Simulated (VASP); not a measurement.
# TiAl (P-6m2) in VASP: a series of runs, part 3 of 3

VASP 6.6.1. The steps go on from the part before.

## (4) Single point, PBEsol

This run uses another cell than the first one, of the same volume but with other edges.

Contents of INCAR:

```
PREC = Accurate ; ENCUT = 520
EDIFF = 1E-6 ; ISMEAR = 0
SIGMA = 0.15 ; LREAL = F
LASPH = T ; NELM = 80
ALGO = Fast ; ISIF = 2
LWAVE = F ; LCHARG = F
GGA = PS ; NBANDS = 14
```

Contents of KPOINTS:

```
regular mesh
0
Gamma
  18 18 10
```

Contents of POSCAR:

```
TiAl
1.0
    2.8191000000      0.0000000000      0.0000000000
   -1.4095500000      2.4414122158      0.0000000000
    0.0000000000      0.0000000000      4.8655000000
Ti Al
1 1
Direct
    0.0000000000      0.0000000000      0.0000000000
    0.3333333333      0.6666666667      0.5000000000
```

Potentials or basis: VASP PAW PBE potentials, release 64 (Ti_sv, Al).

Started as:

```bash
$ cat potpaw_PBE.64/Ti_sv/POTCAR potpaw_PBE.64/Al/POTCAR > POTCAR
$ mpirun -np 1 vasp_std > vasp.out
```

OUTCAR:

```text
PREC = Accurate
   ENCUT = 520
   EDIFF = 1E-6
   ISMEAR = 0
   LREAL = F
   LASPH = T
   NELM = 80
   ISIF = 2
   GGA = PS

 ion  position               nearest neighbor table
   1  0.000  0.000  0.000-   2 2.93   2 2.93   2 2.93   2 2.93   2 2.93   2 2.93
   2  0.333  0.667  0.500-   1 2.93   1 2.93   1 2.93   1 2.93   1 2.93   1 2.93

  LATTYP: Found a hexagonal cell.
 ALAT       =     2.8191000000
 C/A-ratio  =     1.7259054308

  Lattice vectors:

 A1 = (   2.8191000000,   0.0000000000,   0.0000000000)
 A2 = (  -1.4095500000,   2.4414122158,   0.0000000000)
 A3 = (   0.0000000000,   0.0000000000,   4.8655000000)

Analysis of symmetry for initial positions (statically):
=====================================================================
 Subroutine PRICEL returns:
 Original cell was already a primitive cell.

 Routine SETGRP: Setting up the symmetry group for a
 hexagonal supercell.

 Subroutine GETGRP returns: Found 12 space group operations
 (whereof 12 operations were pure point group operations)
 out of a pool of 24 trial point group operations.

The static configuration has the point symmetry D_3h.

Analysis of symmetry for dynamics (positions and initial velocities):
=====================================================================
 Subroutine PRICEL returns:
 Original cell was already a primitive cell.

 Routine SETGRP: Setting up the symmetry group for a
 hexagonal supercell.

 Subroutine GETGRP returns: Found 12 space group operations
 (whereof 12 operations were pure point group operations)
 out of a pool of 24 trial point group operations.

The dynamic configuration has the point symmetry D_3h.

 Subroutine INISYM returns: Found 12 space group operations
 (whereof 12 operations are pure point group operations),
 and found     1 'primitive' translations

----------------------------------------------------------------------------------------

                                     Primitive cell

  volume of cell :      33.4872

  direct lattice vectors                    reciprocal lattice vectors
     2.819100000  0.000000000  0.000000000     0.354723139  0.204799500  0.000000000
    -1.409550000  2.441412216  0.000000000     0.000000000  0.409598999  0.000000000
     0.000000000  0.000000000  4.865500000     0.000000000  0.000000000  0.205528723

  length of vectors
     2.819100000  2.819100000  4.865500000     0.409598999  0.409598999  0.205528723

  position of ions in fractional coordinates (direct lattice)
     0.000000000  0.000000000  0.000000000
     0.333333333  0.666666667  0.500000000

  ion indices of the primitive-cell ions
   primitive index   ion index
                 1           1
                 2           2

----------------------------------------------------------------------------------------

 KPOINTS: regular mesh

Automatic generation of k-mesh.
 Grid dimensions read from file:
 generate k-points for:   18   18   10

 Generating k-lattice:

  Cartesian coordinates                     Fractional coordinates (reciprocal lattice)
     0.019706841  0.011377750  0.000000000     0.055555556  0.000000000  0.000000000
     0.000000000  0.022755500  0.000000000     0.000000000  0.055555556  0.000000000
     0.000000000  0.000000000  0.020552872     0.000000000  0.000000000  0.100000000

  Length of vectors
     0.022755500  0.022755500  0.020552872

  Shift w.r.t. Gamma in fractional coordinates (k-lattice)
     0.000000000  0.000000000  0.000000000

 Subroutine IBZKPT returns following result:
 ===========================================

 Found    222 irreducible k-points:

 Following reciprocal coordinates:
            Coordinates               Weight
  0.000000  0.000000  0.000000      1.000000
  0.055556  0.000000  0.000000      6.000000
  0.111111  0.000000  0.000000      6.000000
  0.166667  0.000000  0.000000      6.000000
  0.222222  0.000000  0.000000      6.000000
  0.277778  0.000000  0.000000      6.000000
[... 16 lines left out ...]
  0.333333  0.111111  0.000000     12.000000
  0.388889  0.111111  0.000000     12.000000
 [... further k-points ...]
   k-points           NKPTS =    222   k-points in BZ     NKDIM =    222   number of bands    NBANDS=     14
   number of dos      NEDOS =    301   number of ions     NIONS =      2
   total plane-waves  NPLWV =  20736
   dimension x,y,z NGX =    24 NGY =   24 NGZ =   36
   dimension x,y,z NGXF=    48 NGYF=   48 NGZF=   72
   ions per type =               1   1
   NGX,Y,Z   is equivalent  to a cutoff of  14.15, 14.15, 12.30 a.u.
   NGXF,Y,Z  is equivalent  to a cutoff of  28.31, 28.31, 24.60 a.u.
 SYSTEM =  unknown system
   PREC   = accura    normal or accurate (medium, high low for compatibility)
   ISTART =      0    job   : 0-new  1-cont  2-samecut
   ICHARG =      2    charge: 1-file 2-atom 10-const
   ISPIN  =      1    spin polarized calculation?
   LNONCOLLINEAR =      F non collinear calculations
   LSORBIT =      F    spin-orbit coupling
   LASPH  =      T    aspherical Exc in radial PAW
   ENCUT  =  520.0 eV  38.22 Ry    6.18 a.u.   5.24  5.24  9.05*2*pi/ulx,y,z
   NELM   =     80;   NELMIN=  2; NELMDL= -5     # of ELM steps
   EDIFF  = 0.1E-05   stopping-criterion for ELM
   LREAL  =      F    real-space projection
   EDIFFG = 0.1E-04   stopping-criterion for IOM
   NSW    =      0    number of steps for IOM
   IBRION =     -1    ionic relax: 0-MD 1-quasi-New 2-CG
   NFREE  =      0    steps in history (QN), initial steepest desc. (CG)
   ISIF   =      2    stress and relaxation
   ISYM   =      2    0-nonsym 1-usesym 2-fastsym
   POTIM  = 0.5000    time-step for ionic-motion
   TEBEG  =    0.0;   TEEND  =   0.0 temperature during run
   PSTRESS=    0.0 pullay stress
   NELECT =      15.0000    total number of electrons
   NUPDOWN=      -1.0000    fix difference up-down
   EMIN   =  10.00;   EMAX   =-10.00  energy-range for DOS
   EFERMI =   0.00;   METHOD = LEGACY
   ISMEAR =     0;   SIGMA  =   0.15  broadening in eV -4-tet -1-fermi 0-gaus
   EFERMI_NEDOS =   21; number of points for ismear=-14 and -15
   IALGO  =     68    algorithm
   IMIX   =      4    mixing-type and parameters
     AMIX     =   0.40;   BMIX     =  1.00
     AMIX_MAG =   1.60;   BMIX_MAG =  1.00
  volume/ion in A,a.u.               =      16.74       112.99
  Fermi-wavevector in a.u.,A,eV,Ry     =   1.252599  2.367070 21.347615  1.569005
  Thomas-Fermi vector in A             =   2.386492
   LORBIT       =      0    0 simple, 1 ext, 2 COOP (PROOUT), +10 PAW based schemes
   GGA     = PS    functional components
   LHFCALC =     F    Hartree Fock is set to
   AEXX    =    0.0000 exact exchange contribution
   IVDW    =     0    specifies the selected vdW correction
   LEPSILON=     F    determine dielectric tensor
   LRPA    =     F    only Hartree local field effects (RPA)
 non-spin polarized calculation
 RMM-DIIS sequential band-by-band and
 Gauss-broadening in eV      SIGMA  =   0.15
  energy-cutoff  :      520.00
  volume of cell :       33.49
 maximum number of plane-waves:       920
 NGX is ok and might be reduce to    24

 number of electron      15.0000002 magnetization

 Free energy of the ion-electron system (eV)
  ---------------------------------------------------
  ext. energy  EPLUGINS =         0.00000000
  ---------------------------------------------------
  free energy    TOTEN  =       -12.89256565 eV

  energy without entropy =      -12.86889343  energy(sigma->0) =      -12.88072954

 E-fermi :   7.7842     XC(G=0): -11.0051

 val. band max:        7.7763093626   @ k =   0.2222   0.2222   0.2000
 cond. band min:       7.7994627786   @ k =   0.1667   0.1667   0.3000
 fundamental gap:      0.0231534160
 Fermi energy:         7.7841832101

 k-point     1 :       0.0000    0.0000    0.0000
  band No.  band energies     occupation
      1     -48.5368      2.00000
      2     -24.9643      2.00000
      3     -24.4746      2.00000
      4     -24.4746      2.00000
      5      -1.2580      2.00000
      6       5.2204      2.00000
      7       5.5152      2.00000
      8       9.0662      0.00000
      9       9.0662      0.00000
     10      10.6634      0.00000
     11      10.6634      0.00000
     12      10.9785      0.00000
     13      21.1447      0.00000
     14      21.1447      0.00000
[... 375 lines left out ...]
 k-point    24 :       0.3889    0.1111    0.0000
  band No.  band energies     occupation
      1     -48.4193      2.00000
      2     -25.1087      2.00000
      3     -24.8531      2.00000
      4     -24.6754      2.00000
      5       3.6208      2.00000
      6       5.9597      2.00000
      7       6.3133      2.00000
      8       6.9514      2.00000
      9       9.4246      0.00000
     10      10.7771      0.00000
     11      11.6718      0.00000
     12      12.1459      0.00000
     13      13.2789      0.00000
     14      14.2827      0.00000

 [... further k-points ...]
[... 5 lines left out ...]
  --------------------------------------------------------------------------------------
  -------------------------------------------------------------------------------------
  Total       -0.1017697     -0.1017697     -2.1736060      0.0000000      0.0000000     -0.0000000
  in kB       -4.8691152     -4.8691152   -103.9949712      0.0000000      0.0000000     -0.0000000
  external PRESSURE =     -37.9110672 kB  Pullay stress =       0.0000000 kB

 VOLUME and BASIS-vectors are now :
 -----------------------------------------------------------------------------
  energy-cutoff  :      520.00
  volume of cell :       33.49
      direct lattice vectors                 reciprocal lattice vectors
     2.819100000  0.000000000  0.000000000     0.354723139  0.204799500  0.000000000
    -1.409550000  2.441412216  0.000000000     0.000000000  0.409598999  0.000000000
     0.000000000  0.000000000  4.865500000     0.000000000  0.000000000  0.205528723

 POSITION                                       TOTAL-FORCE (eV/Angst)
 -----------------------------------------------------------------------------------
      0.00000      0.00000      0.00000         0.000000      0.000000      0.000000
     -0.00000      1.62761      2.43275        -0.000000     -0.000000      0.000000
 -----------------------------------------------------------------------------------
    total drift:                                0.000000     -0.000000      0.000000

  FREE ENERGIE OF THE ION-ELECTRON SYSTEM (eV)
  ---------------------------------------------------
  free  energy   TOTEN  =       -12.8925656521 eV

  energy  without entropy=      -12.8688934311  energy(sigma->0) =      -12.88072954
```

stdout:

```text
POSCAR found type information on POSCAR TiAl
 POSCAR found :  2 types and       2 ions
 scaLAPACK will be used
 -----------------------------------------------------------------------------
|                                                                             |
|                                                                             |
|     You enforced a specific xc type in the INCAR file but a different       |
|     I HOPE YOU KNOW WHAT YOU ARE DOING!                                     |
|                                                                             |
 -----------------------------------------------------------------------------

 LDA part: xc-table for (Slater+PW92), standard interpolation
 POSCAR, INCAR and KPOINTS ok, starting setup
 FFT: planning ... GRIDC
 FFT: planning ... GRID_SOFT
 FFT: planning ... GRID
 WAVECAR not read
 entering main loop
WARNING in EDDRMM: call to ZHEGV failed, returncode =   6  3     10
WARNING in EDDRMM: call to ZHEGV failed, returncode =   6  3     14
WARNING in EDDRMM: call to ZHEGV failed, returncode =   6  3     14
WARNING in EDDRMM: call to ZHEGV failed, returncode =   6  3     13
```

It took 2 min on 1 thread of Intel Xeon Platinum 8488C (Sapphire Rapids), shared host; peak memory 0.23 GiB.

Results:

```yaml
Free_energy: -12.8926 eV
Pressure: -3.8 GPa
```

Caveat: the PAW data sets were made with another functional, which shifts forces and pressure a little.

## (5) Single point, PBEsol

This run uses another cell than the first one, of 16.87 Å³/atom, 1.007 times its volume.

Contents of INCAR:

```
ALGO = Normal
EDIFF = 1E-7
ENCUT = 520
GGA = PS
ISIF = 2
ISMEAR = 0
LASPH = True
LCHARG = False
LREAL = False
LWAVE = False
NBANDS = 14
NELM = 80
PREC = Accurate
SIGMA = 0.15
```

Contents of KPOINTS:

```
k-points
0
Gamma
  18 18 10
```

Contents of POSCAR:

```
TiAl
1.0
    2.8475477334      0.0000000000      0.0000000000
   -1.4237738667      2.4660486756      0.0000000000
    0.0000000000      0.0000000000      4.8040000000
Ti Al
1 1
Direct
    0.0000000000      0.0000000000      0.0000000000
    0.3333333333      0.6666666667      0.5000000000
```

Started as:

```bash
$ cat potpaw_PBE.64/Ti_sv/POTCAR potpaw_PBE.64/Al/POTCAR > POTCAR
$ mpirun -np 1 vasp_std > vasp.out
```

It took 52 s on 1 thread of Intel Xeon Platinum 8488C (Sapphire Rapids), shared host; peak memory 0.24 GiB.

Results (log left out):

```yaml
Free_energy: -12.9121 eV
Pressure: -4.3 GPa
```

Stress tensor (GPa, compression positive):
```
-2.25  0.00  0.00
 0.00 -2.25  0.00
 0.00  0.00 -8.52
```

Levels at points of the mesh, in eV from the Fermi level:
```csv
k point,band 3,band 4,band 5,band 6,band 7,band 8,band 9,band 10,band 11,band 12
"(0.00, 0.00, 0.00)",-32.30,-32.30,-8.94,-2.44,-2.08,1.27,1.27,2.80,2.80,3.44
"(0.50, 0.00, 0.00)",-32.65,-32.44,-3.63,-2.75,-1.54,-1.05,2.14,3.89,3.95,4.00
"(0.00, 0.00, 0.50)",-32.30,-32.30,-8.14,-5.32,-0.61,1.28,1.28,2.75,2.75,6.17
"(0.50, 0.00, 0.50)",-32.65,-32.44,-3.57,-2.44,-1.84,0.57,0.90,1.98,2.61,4.01
```

Caveat: the PAW data sets were made with another functional, which shifts forces and pressure a little.

## (6) Overview

```tsv
cell	gap on the mesh (eV)	pressure (GPa)
a = 2.933, b = 2.933, c = 4.496 Å, angles 90.0, 90.0, 120.0°, 2 atoms	none	-2.5
a = 2.791, b = 2.791, c = 4.989 Å, angles 90.0, 90.0, 120.0°, 2 atoms	none	-3.9
a = 2.819, b = 2.819, c = 4.865 Å, angles 90.0, 90.0, 120.0°, 2 atoms	none	-3.8
a = 2.848, b = 2.848, c = 4.804 Å, angles 90.0, 90.0, 120.0°, 2 atoms	none	-4.3
```

Alike in all rows: task single point; level PBEsol; potentials or basis VASP PAW PBE potentials, release 64 (Ti_sv, Al); no spin polarisation; k mesh 18 × 18 × 10; cutoff (eV) 520; smearing gaussian 0.15 eV.

Caveats: the PAW data sets were made with another functional, which shifts forces and pressure a little.

Absolute energies hang on the potentials; compare differences alone.
